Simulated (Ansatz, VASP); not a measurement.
# CO: VASP beside Ansatz

```
CELL_PARAMETERS angstrom
5.95264 0.00000 0.00000
0.00000 5.95264 0.00000
0.00000 0.00000 5.95264
ATOMIC_POSITIONS crystal
C 0.96465 0.96465 0.96465
C 0.53535 0.03535 0.46465
C 0.46465 0.53535 0.03535
C 0.03535 0.46465 0.53535
O 0.07451 0.07451 0.07451
O 0.42549 0.92549 0.57451
O 0.57451 0.42549 0.92549
O 0.92549 0.57451 0.42549
```

Alike in both runs: task relaxation of cell and atoms; functional PBEsol; k mesh 4 × 4 × 4; occupations gaussian, width 0.02 eV; no spin polarisation.

|  | VASP | Ansatz |
| --- | --- | --- |
| version | VASP 6.6.1 | Ansatz 0.2.0 |
| potentials or method | VASP PAW PBE potentials, release 64 (C, O), cutoff 600 eV | scalar-relativistic, plane waves, PAW |
| valence electrons in the cell | 40 | 40 |

|  | VASP | Ansatz | Ansatz less VASP |
| --- | --- | --- | --- |
| gap on the k mesh at the Fermi level, each at its own relaxed structure (eV) | 5.92 | 6.18 | +0.261 |
| relaxed volume (Å³/atom) | 22.82 | 26.37 | +3.541 |
| relaxed length of the cell vector where the two differ most in proportion (Å) | 5.673 | 5.953 | +0.2794 |

VASP's potentials were made for PBE, not for PBEsol. One of these differences is far larger than is usual between the two programs; its cause wasn't traced.

Noted on VASP's run: the standard files for N, O and F lose accuracy on very short bonds.
